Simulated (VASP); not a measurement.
# LiH (Fm-3m) in VASP: single point with PBEsol

Aim: the single point of LiH with PBEsol.

All numbers are computed with VASP 6.6.1; they aren't measurements. Logs are shortened: lines on timing, memory, paths and dates and some standing lists are left out, and cuts for length are marked.

## Step 1: The cell of the first run

Symmetry: Fm-3m, No. 225, cubic system. Conventional cell: a = 4.074 Å, b = 4.074 Å, c = 4.074 Å, α = 90.00°, β = 90.00°, γ = 90.00°. Li (site symmetry m-3m) has 6 H at 2.04 Å within 2.7 Å. H (site symmetry m-3m) has 6 Li at 2.04 Å within 2.7 Å.

## Step 2: Single point, PBEsol

File INCAR:

```
SYSTEM = LiH
PREC     = Accurate       ! precision mode
ENCUT    = 750            ! plane-wave cutoff, eV
EDIFF    = 1E-6           ! SCF threshold, eV
ISMEAR   = 0              ! smearing method
SIGMA    = 0.01           ! smearing width, eV
LREAL    = .FALSE.        ! projectors in reciprocal space
LASPH    = .TRUE.         ! aspherical terms in the spheres
NELM     = 120            ! most SCF steps
ALGO     = Normal         ! electronic algorithm
ISIF     = 2              ! what is computed and relaxed
LWAVE    = .FALSE.        ! write WAVECAR
LCHARG   = .FALSE.        ! write CHGCAR
GGA      = PS             ! functional
NBANDS   = 9              ! bands
GGA_COMPAT= .FALSE.
```

File KPOINTS:

```
Automatic mesh
0
G
  7 7 7
  0 0 0
```

File POSCAR:

```
LiH
1.0
    0.0000000000      2.0367500000      2.0367500000
    2.0367500000      0.0000000000      2.0367500000
    2.0367500000      2.0367500000      0.0000000000
Li H
1 1
Direct
    0.0000000000      0.0000000000      0.0000000000
    0.5000000000      0.5000000000      0.5000000000
```

Potentials or basis: VASP PAW PBE potentials, release 64 (Li_sv, H).

On the command line:

```console
cat potpaw_PBE.64/Li_sv/POTCAR potpaw_PBE.64/H/POTCAR > POTCAR
mpirun -np 1 vasp_std > vasp.out
```

OUTCAR:

```text
SYSTEM = LiH
   PREC = Accurate
   ENCUT = 750
   EDIFF = 1E-6
   ISMEAR = 0
   LREAL = .FALSE.
   LASPH = .TRUE.
   NELM = 120
   ISIF = 2
   GGA = PS

 ion  position               nearest neighbor table
   1  0.000  0.000  0.000-
   2  0.500  0.500  0.500-

  LATTYP: Found a face centered cubic cell.
 ALAT       =     4.0735000000

  Lattice vectors:

 A1 = (   0.0000000000,   2.0367500000,   2.0367500000)
 A2 = (   2.0367500000,   0.0000000000,   2.0367500000)
 A3 = (   2.0367500000,   2.0367500000,   0.0000000000)

Analysis of symmetry for initial positions (statically):
=====================================================================
 Subroutine PRICEL returns:
 Original cell was already a primitive cell.

 Routine SETGRP: Setting up the symmetry group for a
 face centered cubic supercell.

 Subroutine GETGRP returns: Found 48 space group operations
 (whereof 48 operations were pure point group operations)
 out of a pool of 48 trial point group operations.

The static configuration has the point symmetry O_h .

Analysis of symmetry for dynamics (positions and initial velocities):
=====================================================================
 Subroutine PRICEL returns:
 Original cell was already a primitive cell.

 Routine SETGRP: Setting up the symmetry group for a
 face centered cubic supercell.

 Subroutine GETGRP returns: Found 48 space group operations
 (whereof 48 operations were pure point group operations)
 out of a pool of 48 trial point group operations.

The dynamic configuration has the point symmetry O_h .

 Subroutine INISYM returns: Found 48 space group operations
 (whereof 48 operations are pure point group operations),
 and found     1 'primitive' translations

----------------------------------------------------------------------------------------

                                     Primitive cell

  volume of cell :      16.8983

  direct lattice vectors                    reciprocal lattice vectors
     0.000000000  2.036750000  2.036750000    -0.245489137  0.245489137  0.245489137
     2.036750000  0.000000000  2.036750000     0.245489137 -0.245489137  0.245489137
     2.036750000  2.036750000  0.000000000     0.245489137  0.245489137 -0.245489137

  length of vectors
     2.880399473  2.880399473  2.880399473     0.425199658  0.425199658  0.425199658

  position of ions in fractional coordinates (direct lattice)
     0.000000000  0.000000000  0.000000000
     0.500000000  0.500000000  0.500000000

  ion indices of the primitive-cell ions
   primitive index   ion index
                 1           1
                 2           2

----------------------------------------------------------------------------------------

 KPOINTS: Automatic mesh

Automatic generation of k-mesh.
 Grid dimensions read from file:
 generate k-points for:    7    7    7

 Generating k-lattice:

  Cartesian coordinates                     Fractional coordinates (reciprocal lattice)
    -0.035069877  0.035069877  0.035069877     0.142857143  0.000000000  0.000000000
     0.035069877 -0.035069877  0.035069877     0.000000000  0.142857143  0.000000000
     0.035069877  0.035069877 -0.035069877     0.000000000  0.000000000  0.142857143

  Length of vectors
     0.060742808  0.060742808  0.060742808

  Shift w.r.t. Gamma in fractional coordinates (k-lattice)
     0.000000000  0.000000000  0.000000000

 Subroutine IBZKPT returns following result:
 ===========================================

 Found     20 irreducible k-points:

 Following reciprocal coordinates:
            Coordinates               Weight
  0.000000  0.000000  0.000000      1.000000
  0.142857  0.000000  0.000000      8.000000
  0.285714  0.000000  0.000000      8.000000
  0.428571  0.000000  0.000000      8.000000
  0.142857  0.142857  0.000000      6.000000
  0.285714  0.142857  0.000000     24.000000
[... 12 lines left out ...]
 -0.428571  0.428571  0.142857     24.000000
 -0.285714  0.428571  0.142857     24.000000
   k-points           NKPTS =     20   k-points in BZ     NKDIM =     20   number of bands    NBANDS=      9
   number of dos      NEDOS =    301   number of ions     NIONS =      2
   total plane-waves  NPLWV =  21952
   dimension x,y,z NGX =    28 NGY =   28 NGZ =   28
   dimension x,y,z NGXF=    56 NGYF=   56 NGZF=   56
   ions per type =               1   1
   NGX,Y,Z   is equivalent  to a cutoff of  16.16, 16.16, 16.16 a.u.
   NGXF,Y,Z  is equivalent  to a cutoff of  32.32, 32.32, 32.32 a.u.
 SYSTEM =  LiH
   PREC   = accura    normal or accurate (medium, high low for compatibility)
   ISTART =      0    job   : 0-new  1-cont  2-samecut
   ICHARG =      2    charge: 1-file 2-atom 10-const
   ISPIN  =      1    spin polarized calculation?
   LNONCOLLINEAR =      F non collinear calculations
   LSORBIT =      F    spin-orbit coupling
   LASPH  =      T    aspherical Exc in radial PAW
   ENCUT  =  750.0 eV  55.12 Ry    7.42 a.u.   6.43  6.43  6.43*2*pi/ulx,y,z
   NELM   =    120;   NELMIN=  2; NELMDL= -5     # of ELM steps
   EDIFF  = 0.1E-05   stopping-criterion for ELM
   LREAL  =      F    real-space projection
   EDIFFG = 0.1E-04   stopping-criterion for IOM
   NSW    =      0    number of steps for IOM
   IBRION =     -1    ionic relax: 0-MD 1-quasi-New 2-CG
   NFREE  =      0    steps in history (QN), initial steepest desc. (CG)
   ISIF   =      2    stress and relaxation
   ISYM   =      2    0-nonsym 1-usesym 2-fastsym
   POTIM  = 0.5000    time-step for ionic-motion
   TEBEG  =    0.0;   TEEND  =   0.0 temperature during run
   PSTRESS=    0.0 pullay stress
   NELECT =       4.0000    total number of electrons
   NUPDOWN=      -1.0000    fix difference up-down
   EMIN   =  10.00;   EMAX   =-10.00  energy-range for DOS
   EFERMI =   0.00;   METHOD = LEGACY
   ISMEAR =     0;   SIGMA  =   0.01  broadening in eV -4-tet -1-fermi 0-gaus
   EFERMI_NEDOS =   21; number of points for ismear=-14 and -15
   IALGO  =     38    algorithm
   IMIX   =      4    mixing-type and parameters
     AMIX     =   0.40;   BMIX     =  1.00
     AMIX_MAG =   1.60;   BMIX_MAG =  1.00
  volume/ion in A,a.u.               =       8.45        57.02
  Fermi-wavevector in a.u.,A,eV,Ry     =   1.012699  1.913724 13.953585  1.025560
  Thomas-Fermi vector in A             =   2.145824
   LORBIT       =      0    0 simple, 1 ext, 2 COOP (PROOUT), +10 PAW based schemes
   GGA     = PS    functional components
   LHFCALC =     F    Hartree Fock is set to
   AEXX    =    0.0000 exact exchange contribution
   IVDW    =     0    specifies the selected vdW correction
   LEPSILON=     F    determine dielectric tensor
   LRPA    =     F    only Hartree local field effects (RPA)
 non-spin polarized calculation
 Gauss-broadening in eV      SIGMA  =   0.01
  energy-cutoff  :      750.00
  volume of cell :       16.90
 maximum number of plane-waves:       801
 NGX is ok and might be reduce to    28
   NGX = 13   NGY = 13   NGZ = 13

 number of electron       3.9999999 magnetization

 Free energy of the ion-electron system (eV)
  ---------------------------------------------------
  ext. energy  EPLUGINS =         0.00000000
  ---------------------------------------------------
  free energy    TOTEN  =        -6.11302845 eV

  energy without entropy =       -6.11302845  energy(sigma->0) =       -6.11302845

 E-fermi :  -0.0443     XC(G=0):  -8.4576

 val. band max:       -0.1839841411   @ k =  -0.4286   0.4286   0.0000
 cond. band min:       3.0823411036   @ k =  -0.4286   0.4286   0.0000
 fundamental gap:      3.2663252447
 Fermi energy:        -0.0443422254

 k-point     1 :       0.0000    0.0000    0.0000
  band No.  band energies     occupation
      1     -43.8033      2.00000
      2      -5.4350      2.00000
      3      15.4110      0.00000
      4      17.1909      0.00000
      5      17.1909      0.00000
      6      17.1909      0.00000
      7      21.7033      0.00000
      8      21.7033      0.00000
      9      21.7033      0.00000

 k-point     2 :       0.1429    0.0000    0.0000
  band No.  band energies     occupation
      1     -43.7956      2.00000
      2      -5.0808      2.00000
      3      12.7010      0.00000
      4      15.6561      0.00000
      5      16.5338      0.00000
      6      16.5338      0.00000
      7      21.3726      0.00000
      8      23.0138      0.00000
      9      23.0138      0.00000

 k-point     3 :       0.2857    0.0000    0.0000
  band No.  band energies     occupation
      1     -43.7781      2.00000
      2      -4.0809      2.00000
      3       8.1587      0.00000
      4      14.0975      0.00000
      5      15.8533      0.00000
      6      15.8533      0.00000
      7      20.6271      0.00000
      8      20.6271      0.00000
      9      23.2026      0.00000

 k-point     4 :       0.4286    0.0000    0.0000
  band No.  band energies     occupation
      1     -43.7641      2.00000
      2      -2.8742      2.00000
      3       5.0017      0.00000
      4      13.2069      0.00000
      5      15.7754      0.00000
      6      15.7754      0.00000
      7      18.6542      0.00000
      8      18.6542      0.00000
      9      25.6225      0.00000
[... 157 lines left out ...]
 k-point    18 :      -0.4286    0.2857    0.1429
  band No.  band energies     occupation
      1     -43.7557      2.00000
      2      -1.7679      2.00000
      3       5.2697      0.00000
      4       7.7443      0.00000
      5      12.3705      0.00000
      6      16.0628      0.00000
      7      22.1265      0.00000
      8      24.2956      0.00000
      9      26.7831      0.00000

 k-point    19 :      -0.4286    0.4286    0.1429
  band No.  band energies     occupation
      1     -43.7514      2.00000
      2      -0.8724      2.00000
      3       4.3582      0.00000
      4       7.3777      0.00000
      5      11.0492      0.00000
      6      16.6524      0.00000
      7      18.0974      0.00000
      8      27.2815      0.00000
      9      30.2355      0.00000

 k-point    20 :      -0.2857    0.4286    0.1429
  band No.  band energies     occupation
      1     -43.7502      2.00000
      2      -0.5761      2.00000
      3       4.5307      0.00000
      4       5.9380      0.00000
      5      11.3943      0.00000
      6      16.4366      0.00000
      7      22.0919      0.00000
      8      25.2599      0.00000
      9      26.7982      0.00000

------------------------ aborting loop because EDIFF is reached ----------------------------------------

  FORCE on cell =-STRESS in cart. coord.  units (eV):
  Direction    XX          YY          ZZ          XY          YZ          ZX
  --------------------------------------------------------------------------------------
  -------------------------------------------------------------------------------------
  Total       -0.2516551     -0.2516551     -0.2516551      0.0000000      0.0000000     -0.0000000
  in kB      -23.8601455    -23.8601455    -23.8601455      0.0000000      0.0000000     -0.0000000
  external PRESSURE =     -23.8601455 kB  Pullay stress =       0.0000000 kB

 VOLUME and BASIS-vectors are now :
 -----------------------------------------------------------------------------
  energy-cutoff  :      750.00
  volume of cell :       16.90
      direct lattice vectors                 reciprocal lattice vectors
     0.000000000  2.036750000  2.036750000    -0.245489137  0.245489137  0.245489137
     2.036750000  0.000000000  2.036750000     0.245489137 -0.245489137  0.245489137
     2.036750000  2.036750000  0.000000000     0.245489137  0.245489137 -0.245489137

 POSITION                                       TOTAL-FORCE (eV/Angst)
 -----------------------------------------------------------------------------------
      0.00000      0.00000      0.00000        -0.000000     -0.000000     -0.000000
      2.03675      2.03675      2.03675         0.000000      0.000000      0.000000
 -----------------------------------------------------------------------------------
    total drift:                                0.000000      0.000000      0.000000

  FREE ENERGIE OF THE ION-ELECTRON SYSTEM (eV)
  ---------------------------------------------------
  free  energy   TOTEN  =        -6.1130284514 eV

  energy  without entropy=       -6.1130284514  energy(sigma->0) =       -6.11302845
```

Wall time 9.2 s (1 thread of Intel Xeon 8259CL, shared host); peak memory 0.15 GiB.

What came out:

| Property | Result |
| --- | --- |
| Free energy | -6.1130 eV |
| Pressure | -2.4 GPa |
| Band gap on the k mesh | 3.27 eV, direct |

Caveat: the PAW data sets were made with another functional, which shifts forces and pressure a little.
